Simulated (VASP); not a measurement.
**Sc: single point with PBE**

The system is Sc.

```
Sc
1.0
     0.00000    2.25142    2.25142
     2.25142    0.00000    2.25142
     2.25142    2.25142    0.00000
Sc
1
Direct
  0.00000 0.00000 0.00000
```

This isn't the form of Sc at room conditions, which is hcp.

```
Program                : VASP 6.6.1
Task                   : single point
Functional             : PBE
Potentials or basis    : VASP PAW PBE potentials, release 64 (Sc_sv)
Cutoff                 : 520 eV
k mesh                 : 15 × 15 × 15
Occupations            : fermi-dirac, width 0.03 eV
Spin                   : no spin polarisation
Dipole correction      : no
Further INCAR settings : ALGO = Normal; EDIFF = 1e-06; NBANDS = 12
```

The pressure is 4.5 GPa and the band gap on the k mesh is zero (an odd number of electrons rules out a gap without spin polarisation).

Levels at points of the mesh, in eV from the Fermi level:
```csv
k point,band 2,band 3,band 4,band 5,band 6,band 7,band 8,band 9
"(0.00, 0.00, 0.00)",-27.60,-27.60,-27.60,-5.33,1.69,1.69,1.69,3.21
```

Run time: 17 s on 1 thread of Intel(R) Xeon(R) Platinum 8259CL CPU @ 2.50GHz (Skylake/Cascade Lake), on a shared host, peak memory 0.16 GiB.

Caveat: the cell stands under pressure.
